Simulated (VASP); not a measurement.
Write the native input for VASP 6.6.1 that does the following.

- Task: single point
- Functional: PBE
- Potentials or basis: VASP PAW PBE potentials, release 64 (Pt)
- Cutoff: 520 eV
- k mesh: 22 × 22 × 22
- Occupations: fermi-dirac, width 0.05 eV
- Spin: no spin polarisation
- Dipole correction: no
- Further INCAR settings: ALGO = Normal; EDIFF = 1e-06; NBANDS = 11

The structure of Pt lies in POSCAR:

```
Pt
1.0
    0.0000000000      1.9851626593      1.9851626593
    1.9851626593      0.0000000000      1.9851626593
    1.9851626593      1.9851626593      0.0000000000
Pt
1
Direct
    0.0000000000      0.0000000000      0.0000000000
```

These files were run (other wordings do the same):

INCAR

```
PREC = Accurate
ENCUT = 520
EDIFF = 1E-6
ISMEAR = -1
SIGMA = 0.05
LREAL = F
LASPH = T
NELM = 100
ALGO = Normal
ISIF = 2
LWAVE = F
LCHARG = F
GGA = PE
NBANDS = 11
```

KPOINTS

```
Automatic mesh
0
Gamma
  22 22 22
```

Potentials or basis: VASP PAW PBE potentials, release 64 (Pt).

The run is started by

```sh
$ cat potpaw_PBE.64/Pt/POTCAR > POTCAR
$ mpirun -np 1 vasp_std > vasp.out
```

Results of the run:

| Item | Value |
| --- | --- |
| Pressure | -0.5 GPa |
| Band gap on the k mesh | zero (band 5 reaches 11.03 eV, above the bottom of band 6 at 8.93 eV) |

Caveat: spin-orbit coupling is left out, which moves the levels of the heavy elements.

Wall time 28 s on 1 thread of Intel(R) Xeon(R) Platinum 8488C (Sapphire Rapids), with other jobs on the host, peak memory 0.18 GiB.
